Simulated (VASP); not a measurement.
Write the native input for VASP 6.6.1 that does the following.

| Quantity | Value |
| --- | --- |
| Task | relaxation of cell and atoms |
| Functional | PBE |
| Potentials or basis | VASP PAW PBE potentials, release 64 (Ba_sv, Mo_sv) |
| Cutoff | 600 eV |
| k mesh | 3 × 3 × 6 |
| Occupations | gaussian, width 0.1 eV |
| Spin | no spin polarisation |
| Dipole correction | no |
| Further INCAR settings | ALGO = Normal; EDIFF = 1e-06; IBRION = 2; EDIFFG = -0.04; NSW = 90; ISIF = 3 |

The structure of Ba3Mo lies in POSCAR:

```
Ba3Mo
1.0
    7.0176477501      0.0000000000      0.0000000000
   -3.5088238750      6.0774612264      0.0000000000
    0.0000000000      0.0000000000      3.3772022358
Ba Mo
3 1
Direct
    0.5000000000      0.0000000000      0.0000000000
    0.0000000000      0.5000000000      0.0000000000
    0.5000000000      0.5000000000      0.0000000000
    0.0000000000      0.0000000000      0.0000000000
```

The cell was built from a structure type or drawn by symmetry, and may not be a known phase.

One way to write it, as run:

INCAR

```
SYSTEM = Ba3Mo
PREC     = Accurate       ! precision mode
ENCUT    = 600            ! plane-wave cutoff, eV
EDIFF    = 1E-6           ! SCF threshold, eV
ISMEAR   = 0              ! smearing method
SIGMA    = 0.1            ! smearing width, eV
LREAL    = .FALSE.        ! projectors in reciprocal space
LASPH    = .TRUE.         ! aspherical terms in the spheres
NELM     = 100            ! most SCF steps
ALGO     = Normal         ! electronic algorithm
ISIF     = 3              ! what is computed and relaxed
LWAVE    = .FALSE.        ! write WAVECAR
LCHARG   = .FALSE.        ! write CHGCAR
GGA      = PE             ! functional
IBRION   = 2              ! ionic algorithm
NSW      = 90             ! ionic steps
EDIFFG   = -0.04          ! ionic threshold
```

KPOINTS

```
Automatic mesh
0
G
  3 3 6
  0 0 0
```

Potentials or basis: VASP PAW PBE potentials, release 64 (Ba_sv, Mo_sv).

Run with:

```sh
$ cat potpaw_PBE.64/Ba_sv/POTCAR potpaw_PBE.64/Mo_sv/POTCAR > POTCAR
$ mpirun -np 1 vasp_std > vasp.out
```

Results of the run:

```json
{
  "Relaxed volume": "37.30 Å³/atom",
  "Relaxed cell": "a = 7.158 Å, b = 7.158 Å, c = 3.363 Å, α = 90.00°, β = 90.00°, γ = 120.00°",
  "Space group after relaxing (to 0.1 Å)": "P6/mmm (No. 191)",
  "Energy gained by relaxing": "6.2 meV/atom",
  "Ionic steps": "3",
  "Pressure after relaxing": "0.0 GPa",
  "Band gap on the k mesh": "zero (bands 22 and 23 overlap by 0.72 eV)"
}
```

Caveat: spin-orbit coupling is left out, which moves the levels of the heavy elements.

It took 71 s on 1 thread of Intel(R) Xeon(R) 6975P-C (Granite Rapids), with other jobs on the host, peak memory 0.32 GiB.
